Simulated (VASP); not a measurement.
# BaTiO3 (Amm2) in VASP: notebook, part 2 of 2

VASP 6.6.1.

### 4 Single point, PBEsol

This run uses another cell than the first one, of 12.61 Å³/atom.

INCAR reads:

```
SYSTEM = BaTiO3
PREC     = Accurate       ! precision mode
ENCUT    = 910            ! plane-wave cutoff, eV
EDIFF    = 1E-6           ! SCF threshold, eV
ISMEAR   = 0              ! smearing method
SIGMA    = 0.01           ! smearing width, eV
LREAL    = .FALSE.        ! projectors in reciprocal space
LASPH    = .TRUE.         ! aspherical terms in the spheres
NELM     = 120            ! most SCF steps
ALGO     = Normal         ! electronic algorithm
ISIF     = 2              ! what is computed and relaxed
LWAVE    = .FALSE.        ! write WAVECAR
LCHARG   = .FALSE.        ! write CHGCAR
GGA      = PS             ! functional
NBANDS   = 28             ! bands
GGA_COMPAT= .FALSE.
```

KPOINTS reads:

```
regular mesh
0
G
  6 6 6
  0 0 0
```

POSCAR reads:

```
BaTiO3
1.0
    3.9587508719      0.0000000000      0.0000000000
    0.0000000000      2.8178598290      2.8260544582
    0.0000000000     -2.8178598290      2.8260544582
Ba Ti O
1 1 3
Direct
    0.0000000000      0.0000000000      0.0000000000
    0.5000000000      0.5124000000      0.5124000000
    0.0000000000      0.4874000000      0.4874000000
    0.5000000000      0.5052400000      0.9918400000
    0.5000000000      0.9918400000      0.5052400000
```

Potentials or basis: VASP PAW PBE potentials, release 64 (Ba_sv, Ti_sv, O_h).

Run with:

```bash
$ cat potpaw_PBE.64/Ba_sv/POTCAR potpaw_PBE.64/Ti_sv/POTCAR potpaw_PBE.64/O_h/POTCAR > POTCAR
$ mpirun -np 1 vasp_std > vasp.out
```

OUTCAR:

```text
SYSTEM = BaTiO3
   PREC = Accurate
   ENCUT = 910
   EDIFF = 1E-6
   ISMEAR = 0
   LREAL = .FALSE.
   LASPH = .TRUE.
   NELM = 120
   ISIF = 2
   GGA = PS

 ion  position               nearest neighbor table
   1  0.000  0.000  0.000-   3 2.75   4 2.80   5 2.80   4 2.80   5 2.80   3 2.82   3 2.82   4 2.83
                             5 2.83   5 2.83   4 2.83   3 2.90   2 3.39   2 3.39   2 3.44   2 3.44
   2  0.500  0.512  0.512-   4 1.91   5 1.91   3 1.98   3 1.98   5 2.08   4 2.08   1 3.39   1 3.39
                             1 3.44   1 3.44   1 3.44   1 3.44   1 3.51   1 3.51
   3  0.000  0.487  0.487-   2 1.98   2 1.98   1 2.75   1 2.82   1 2.82   1 2.90
   4  0.500  0.505  0.992-   2 1.91   2 2.08   1 2.80   1 2.80   1 2.83   1 2.83
   5  0.500  0.992  0.505-   2 1.91   2 2.08   1 2.80   1 2.80   1 2.83   1 2.83

  LATTYP: Found a base centered orthorhombic cell.
 ALAT       =     5.6357196580
 B/A-ratio  =     1.0029081039
 C/A-ratio  =     0.7024392823

  Lattice vectors:

 A1 = (   0.0000000000,   2.8178598290,  -2.8260544582)
 A2 = (   0.0000000000,   2.8178598290,   2.8260544582)
 A3 = (   3.9587508719,   0.0000000000,   0.0000000000)

[... 184 lines left out ...]
 cond. band min:       6.0300398237   @ k =   0.0000   0.0000   0.0000
 fundamental gap:      1.8474840243
 Fermi energy:         4.2653813061

 k-point     1 :       0.0000    0.0000    0.0000
  band No.  band energies     occupation
      1     -52.0320      2.00000
      2     -28.3844      2.00000
      3     -28.3822      2.00000
      4     -28.3665      2.00000
      5     -20.5450      2.00000
      6     -12.6655      2.00000
[... 733 lines left out ...]
     27      12.4052      0.00000
     28      12.8217      0.00000

 [... further k-points ...]

------------------------ aborting loop because EDIFF is reached ----------------------------------------

  FORCE on cell =-STRESS in cart. coord.  units (eV):
  Direction    XX          YY          ZZ          XY          YZ          ZX
  --------------------------------------------------------------------------------------
  -------------------------------------------------------------------------------------
  Total        0.4325900      0.4823457      0.2365082      0.0000000      0.0000000      0.0000000
  in kB       10.9925639     12.2569067      6.0099196      0.0000000      0.0000000      0.0000000
  external PRESSURE =       9.7531301 kB  Pullay stress =       0.0000000 kB

 VOLUME and BASIS-vectors are now :
 -----------------------------------------------------------------------------
  energy-cutoff  :      910.00
  volume of cell :       63.05
      direct lattice vectors                 reciprocal lattice vectors
     3.958750872  0.000000000  0.000000000     0.252604933  0.000000000  0.000000000
     0.000000000  2.817859829  2.826054458     0.000000000  0.177439628  0.176925111
     0.000000000 -2.817859829  2.826054458     0.000000000 -0.177439628  0.176925111

 POSITION                                       TOTAL-FORCE (eV/Angst)
 -----------------------------------------------------------------------------------
      0.00000      0.00000      0.00000         0.000000      0.000000      0.156912
      1.97938      0.00000      2.89614         0.000000      0.000000      0.095873
      0.00000      0.00000      2.75484         0.000000      0.000000      0.210255
      1.97938     -1.37117      4.23083         0.000000     -0.057908     -0.231520
      1.97938      1.37117      4.23083         0.000000      0.057908     -0.231520
 -----------------------------------------------------------------------------------
    total drift:                                0.000000     -0.000001     -0.001844

  FREE ENERGIE OF THE ION-ELECTRON SYSTEM (eV)
  ---------------------------------------------------
  free  energy   TOTEN  =       -42.0004526041 eV

  energy  without entropy=      -42.0004526041  energy(sigma->0) =      -42.00045260
```

stdout:

```text
POSCAR found type information on POSCAR BaTiO
 POSCAR found :  3 types and       5 ions
 scaLAPACK will be used
 -----------------------------------------------------------------------------
|                                                                             |
|                                                                             |
|     You enforced a specific xc type in the INCAR file but a different       |
|     I HOPE YOU KNOW WHAT YOU ARE DOING!                                     |
|                                                                             |
 -----------------------------------------------------------------------------

 LDA part: xc-table for (Slater+PW92), standard interpolation
 POSCAR, INCAR and KPOINTS ok, starting setup
 FFT: planning ... GRIDC
 FFT: planning ... GRID_SOFT
 FFT: planning ... GRID
 WAVECAR not read
 entering main loop
```

Run time: 3.5 min. Hardware: 1 thread of Intel Xeon Platinum 8259CL at 2.50GHz (Skylake/Cascade Lake), shared host; peak memory 0.39 GiB.

Results:

```
Free energy            : -42.0005 eV
Pressure               : 1.0 GPa
Largest force          : 0.239 eV/Å
Band gap on the k mesh : 1.85 eV (least direct gap 2.03 eV)
```

Forces in eV/Å, atoms in the order of the input:
```
Ba   0.000  0.000  0.157
Ti   0.000  0.000  0.096
O    0.000  0.000  0.210
O    0.000 -0.058 -0.232
O    0.000  0.058 -0.232
```

Stress tensor (GPa, compression positive):
```
1.10 0.00 0.00
0.00 1.23 0.00
0.00 0.00 0.60
```

Levels at points of the mesh, in eV from the valence-band top:
| k point | band 16 | band 17 | band 18 | band 19 | band 20 | band 21 | band 22 | band 23 | band 24 | band 25 |
| --- | --- | --- | --- | --- | --- | --- | --- | --- | --- | --- |
| (0.00, 0.00, 0.00) | -1.20 | -1.14 | -0.34 | -0.23 | -0.19 | 1.85 | 1.91 | 2.08 | 4.19 | 4.24 |
| (0.50, 0.00, 0.00) | -2.09 | -1.87 | -1.78 | -0.83 | -0.78 | 2.07 | 3.61 | 3.70 | 4.17 | 6.07 |
| (0.00, 0.50, 0.00) | -2.00 | -1.89 | -1.74 | -0.83 | -0.75 | 2.12 | 3.64 | 3.67 | 4.22 | 6.20 |
| (0.50, 0.50, 0.00) | -2.79 | -1.72 | -0.89 | -0.88 | -0.09 | 3.66 | 3.68 | 4.06 | 4.95 | 7.85 |
| (0.00, 0.50, 0.50) | -2.79 | -1.67 | -0.91 | -0.87 | -0.14 | 3.65 | 3.71 | 4.06 | 5.08 | 7.84 |
| (0.50, 0.50, 0.50) | -2.40 | -2.39 | -0.05 | -0.01 | 0.00 | 4.29 | 4.34 | 4.35 | 6.63 | 6.67 |

Caveat: the cutoff is under 1.25 times the usual one of these potentials, so pressure, stress and relaxed cells hold a basis-set (Pulay) error; the PAW data sets were made with another functional, which shifts forces and pressure a little; spin-orbit coupling is left out, which moves the levels of the heavy elements. A k mesh can miss the band edges.

### 5 The runs side by side

```tsv
cell	gap on the mesh (eV)	pressure (GPa)	largest force (eV/Å)
a = 3.904, b = 3.936, c = 3.936 Å, angles 89.8, 90.0, 90.0°, 5 atoms	1.93	9.5	0.25
a = 4.012, b = 4.044, c = 4.044 Å, angles 89.8, 90.0, 90.0°, 5 atoms	1.77	-5.6	0.35
a = 3.959, b = 3.991, c = 3.991 Å, angles 89.8, 90.0, 90.0°, 5 atoms	1.85	1.0	0.24
```

Alike in all rows: task single point; level PBEsol; potentials or basis VASP PAW PBE potentials, release 64 (Ba_sv, Ti_sv, O_h); no spin polarisation; k mesh 6 × 6 × 6; cutoff (eV) 910; smearing gaussian 0.01 eV.

Caveats: the cutoff is under 1.25 times the usual one of these potentials, so pressure, stress and relaxed cells hold a basis-set (Pulay) error; the PAW data sets were made with another functional, which shifts forces and pressure a little; spin-orbit coupling is left out, which moves the levels of the heavy elements; the cell stands under pressure (at least some runs); the cell stands under tension (at least some runs).

Absolute energies hang on the potentials; compare differences alone.
